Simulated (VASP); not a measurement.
**Nb: relaxation of cell and atoms with PBE**

Nb:

```xyz
1
Lattice="0.0000 2.1150 2.1150 2.1150 0.0000 2.1150 2.1150 2.1150 0.0000" Properties=species:S:1:pos:R:3 pbc="T T T"
Nb    0.0000    0.0000    0.0000
```

This isn't the form of Nb at room conditions, which is bcc.

```yaml
Program: VASP 6.6.1
Task: relaxation of cell and atoms
Functional: PBE
Potentials_or_basis: VASP PAW PBE potentials, release 64 (Nb_sv)
Cutoff: 600 eV
k_mesh: 19 × 19 × 19
Occupations: fermi-dirac, width 0.1 eV
Spin: no spin polarisation
Dipole_correction: no
Further_INCAR_settings: ALGO = Normal; EDIFF = 1e-06; IBRION = 2; EDIFFG = -0.03; NSW = 80; ISIF = 3
```

```yaml
Relaxed_volume: 18.74 Å³/atom
Relaxed_cell: a = 2.982 Å, b = 2.982 Å, c = 2.982 Å, α = 60.00°, β = 60.00°, γ = 60.00°
Space_group_after_relaxing_to_0.1_Å: Fm-3m (No. 225)
Energy_gained_by_relaxing: 0.9 meV/atom
Ionic_steps: 3
Pressure_after_relaxing: 0.0 GPa
Band_gap_on_the_k_mesh: zero (an odd number of electrons rules out a gap without spin polarisation)
```

The path:
```csv
step,energy change (eV),largest force (eV/Å),pressure (GPa),volume (Å³)
1,0.0000,0.0000,-1.53,18.92
2,0.0018,0.0000,2.83,18.43
3,-0.0009,0.0000,0.00,18.74
```

Final structure:
```xyz
1
Lattice="0.0000 2.1083 2.1083 2.1083 0.0000 2.1083 2.1083 2.1083 0.0000" Properties=species:S:1:pos:R:3 pbc="T T T"
Nb    0.0000    0.0000    0.0000
```

Levels at points of the mesh, in eV from the Fermi level:
| k point | band 4 | band 5 | band 6 | band 7 | band 8 | band 9 |
| --- | --- | --- | --- | --- | --- | --- |
| (0.00, 0.00, 0.00) | -30.18 | -6.24 | 0.10 | 0.10 | 0.10 | 2.70 |

Wall time 110 s on 1 thread of Intel Xeon 8259CL (shared host), peak memory 0.19 GiB.
